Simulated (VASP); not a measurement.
Crystal: Mg.

```
Mg
1.0
     3.20930    0.00000    0.00000
    -1.60465    2.77934    0.00000
     0.00000    0.00000    5.21030
Mg
2
Cartesian
  0.0000 1.8529 1.3026
  1.6047 0.9264 3.9077
```

```yaml
Program: VASP 6.6.1
Task: relaxation of cell and atoms
Functional: PBEsol
Potentials_or_basis: VASP PAW PBE potentials, release 64 (Mg)
Cutoff: 600 eV
k_mesh: 6 × 6 × 4
Occupations: methfessel-paxton, width 0.1 eV
Spin: no spin polarisation
```

At the start: pressure -1.1 GPa; volume 23.24 Å³/atom.

Where does the relaxation end?

Over 5 steps the energy falls by 3.2 meV/atom and the volume is 22.46 Å³/atom (-3.4 %); space group P6_3/mmc (No. 194, to 0.05 Å).

The path:
```
step  energy change (eV)  largest force (eV/Å)  pressure (GPa)  volume (Å³)
   1              0.0000                0.0000           -1.15        46.47
   2             -0.0053                0.0000           -0.30        45.36
   3             -0.0058                0.0000            0.03        44.96
   4             -0.0062                0.0000            0.04        44.94
   5             -0.0063                0.0000            0.06        44.91
```

Final structure:
```
CELL_PARAMETERS angstrom
3.16068 0.00000 0.00000
-1.58034 2.73723 0.00000
0.00000 0.00000 5.19158
ATOMIC_POSITIONS crystal
Mg 0.33333 0.66667 0.25000
Mg 0.66667 0.33333 0.75000
```

Caveat: the k points lie up to 0.38 Å⁻¹ apart in the final cell; the PAW data sets were made with another functional, which shifts forces and pressure a little.
